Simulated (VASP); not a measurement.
The system is HgTe.

```
CELL_PARAMETERS angstrom
2.99252 -3.46693 0.00000
2.99252 3.46693 0.00000
0.00000 0.00000 5.79816
ATOMIC_POSITIONS crystal
Hg 0.34305 0.65695 0.75000
Hg 0.65695 0.34305 0.25000
Te 0.78481 0.21519 0.75000
Te 0.21519 0.78481 0.25000
```

* Program: VASP 6.6.1
* Task: relaxation of cell and atoms
* Functional: BLYP
* Dispersion: D3(BJ)
* Potentials or basis: VASP PAW PBE potentials, release 64 (Hg, Te)
* Cutoff: 500 eV
* k mesh: 4 × 4 × 4
* Occupations: gaussian, width 0.01 eV
* Spin: no spin polarisation

At the start: pressure -1.1 GPa; volume 30.08 Å³/atom.

Task: How do energy, volume and symmetry change on relaxing?

Result: Over 10 steps the energy falls by 10.2 meV/atom and the volume is 28.81 Å³/atom (-4.2 %); space group Cmcm (No. 63, to 0.05 Å).

The path:
```tsv
step	energy change (eV)	largest force (eV/Å)	pressure (GPa)	volume (Å³)
1	0.0000	0.1421	-1.12	120.31
2	-0.0149	0.2114	0.21	116.70
3	-0.0149	0.2128	0.23	116.64
4	-0.0227	0.1910	0.20	116.26
5	-0.0329	0.1144	0.16	115.12
6	-0.0393	0.0301	-0.13	115.53
7	-0.0398	0.0201	-0.24	115.69
8	-0.0402	0.0179	0.30	114.54
9	-0.0408	0.0073	0.06	115.04
10	-0.0409	0.0058	-0.01	115.22
```

Final structure:
```
CELL_PARAMETERS angstrom
3.01092 -3.35729 0.00000
3.01092 3.35729 0.00000
0.00000 0.00000 5.69920
ATOMIC_POSITIONS crystal
Hg 0.33638 0.66362 0.75000
Hg 0.66362 0.33638 0.25000
Te 0.79803 0.20197 0.75000
Te 0.20197 0.79803 0.25000
```

Caveat: the PAW data sets were made with another functional, which shifts forces and pressure a little; pairwise dispersion overbinds metals, which lowers pressure and volume.
